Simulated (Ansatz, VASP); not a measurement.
**One calculation of CaO, two programs**

```
Ca O
1.0
     3.91558    0.00000    0.00000
    -1.95779    3.39100    0.00000
     0.00000    0.00000    6.40063
Ca O
3 3
Direct
  0.16208 0.83792 0.66667
  0.16208 0.32416 0.33333
  0.67584 0.83792 0.00000
  0.83792 0.16208 0.66667
  0.83792 0.67584 0.33333
  0.32416 0.16208 0.00000
```

Alike in both runs: task single point; functional PBE; k mesh 6 × 6 × 4; occupations gaussian, width 0.1 eV; no spin polarisation.

```csv
,VASP,Ansatz
version,VASP 6.6.1,Ansatz 0.2.0
potentials or method,"VASP PAW PBE potentials, release 64 (Ca_sv, O), cutoff 520 eV","scalar-relativistic, plane waves, PAW"
valence electrons in the cell,48,48
```

|  | VASP | Ansatz | Ansatz less VASP |
| --- | --- | --- | --- |
| gap on the k mesh at the Fermi level (eV) | 2.42 | 2.43 | +0.009 |
| least direct gap on the mesh (eV) | 2.42 | 2.43 | +0.009 |
| pressure (GPa) | 10.1 | 9.3 | -0.73 |
| traceless stress, the component that is largest in VASP (GPa) | 10.95 | 11.15 | +0.193 |
| rms of the force components (eV/Å) | 0.078 | 0.062 | -0.0160 |

Atom by atom the forces differ by 0.018 eV/Å (rms over components). The functional is the same, so the differences come from potentials, cutoffs and numerics.
